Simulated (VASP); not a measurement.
Here is a VASP 6.6.1 calculation.

Contents of INCAR:

```
  PREC = Accurate
  ENCUT = 520
  EDIFF = 1E-7
  ISMEAR = 1
  SIGMA = 0.2
  LREAL = False
  LASPH = True
  NELM = 60
  ALGO = Normal
  ISIF = 2
  LWAVE = False
  LCHARG = False
  GGA = B5
  ALDAX = 1.0
  AGGAX = 1.0
  AGGAC = 1.0
  ALDAC = 0.0
  IVDW = 13
  VDW_S6 = 1.0
  VDW_S8 = 2.34076671
  VDW_A1 = 0.44488865
  VDW_A2 = 4.0933009
  NBANDS = 7
```

KPOINTS

```
regular mesh
0
Gamma
  10 10 9
```

Contents of POSCAR:

```
Mg
1.0
    3.0632885546      0.0000000000      0.0000000000
   -1.5316442773      2.6528857074      0.0000000000
    0.0000000000      0.0000000000      3.0686369373
Mg
1
Direct
    0.0000000000      0.0000000000      0.0000000000
```

Potentials or basis: VASP PAW PBE potentials, release 64 (Mg).

The run is started by

```console
$ cat potpaw_PBE.64/Mg/POTCAR > POTCAR
$ mpirun -np 1 vasp_std > vasp.out
```

**Question.** Estimate the band gap on the k mesh.

**Answer.** Zero (band 1 reaches 4.41 eV, above the bottom of band 2 at 1.01 eV).

**Question.** Estimate the dispersion energy per atom.

**Answer.** -0.285 eV.

**Question.** Predict the pressure.

**Answer.** 0.0 GPa.

Caveat: the PAW data sets were made with another functional, which shifts forces and pressure a little; pairwise dispersion overbinds metals, which lowers pressure and volume.
